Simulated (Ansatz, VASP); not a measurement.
## One calculation of NaCl, two programs

The input INCAR:

```
PREC     = Accurate       # precision mode
ENCUT    = 520            # plane-wave cutoff, eV
EDIFF    = 1E-6           # SCF threshold, eV
ISMEAR   = 0              # smearing method
SIGMA    = 0.05           # smearing width, eV
LREAL    = False          # projectors in reciprocal space
LASPH    = True           # aspherical terms in the spheres
NELM     = 60             # most SCF steps
ALGO     = Normal         # electronic algorithm
ISIF     = 2              # what is computed and relaxed
LWAVE    = False          # write WAVECAR
LCHARG   = False          # write CHGCAR
GGA      = PE             # functional
NBANDS   = 14             # bands
```

Contents of KPOINTS:

```
Automatic mesh
0
Gamma
  8 8 8
```

The input POSCAR:

```
NaCl
1.0
    0.0000000000      2.6193687500      2.8317500000
    3.0441312500      0.0000000000      2.8317500000
    3.0441312500      2.6193687500      0.0000000000
Na Cl
1 1
Direct
    0.0000000000      0.0000000000      0.0000000000
    0.5000000000      0.5000000000      0.5000000000
```

Input for Ansatz:

```yaml
crystal:
  lattice:
    - [0.0, 2.61936875, 2.83175]
    - [3.04413125, 0.0, 2.83175]
    - [3.04413125, 2.61936875, 0.0]
  atoms:
    - { symbol: Na, position: [0.0, 0.0, 0.0] }
    - { symbol: Cl, position: [0.5, 0.5, 0.5] }
basis:
  ecutwfc: 420
kpoints:
  mp_grid: { grid: [8, 8, 8] }
hamiltonian:
  xc: pbe
scf:
  occupations: { method: gaussian, width: 0.05 }
output:
  forces: true
  stress: true
  eigenvalues: true
```

Change from the starting cell: strain +0.0750 x Voigt [1, -1, 0, 0, 0, 0], atoms carried along.

Alike in both runs: task single point; functional PBE; k mesh 8 × 8 × 8; occupations gaussian, width 0.05 eV; no spin polarisation.

|  | VASP | Ansatz |
| --- | --- | --- |
| version | VASP 6.6.1 | Ansatz 0.2.0 |
| potentials or method | VASP PAW PBE potentials, release 64 (Na_pv, Cl), cutoff 520 eV | scalar-relativistic, plane waves, PAW |
| valence electrons in the cell | 14 | 16 |

Ansatz gave:

- gap on the k mesh at the Fermi level (eV): 5.07
- least direct gap on the mesh (eV): 5.07
- pressure (GPa): 1.7
- traceless stress, the component that is largest in VASP (GPa): 3.84

**Question.** What did VASP give for the same quantities?

**Answer.** gap on the k mesh at the Fermi level (eV): 5.07; least direct gap on the mesh (eV): 5.07; pressure (GPa): 1.7; traceless stress, the component that is largest in VASP (GPa): 3.88.

With one functional, cell and mesh, what is left measures potentials, basis and numerics. VASP's potentials hold 14 valence electrons a cell and Ansatz's 16, so a difference there can come from the potentials and not from the codes.
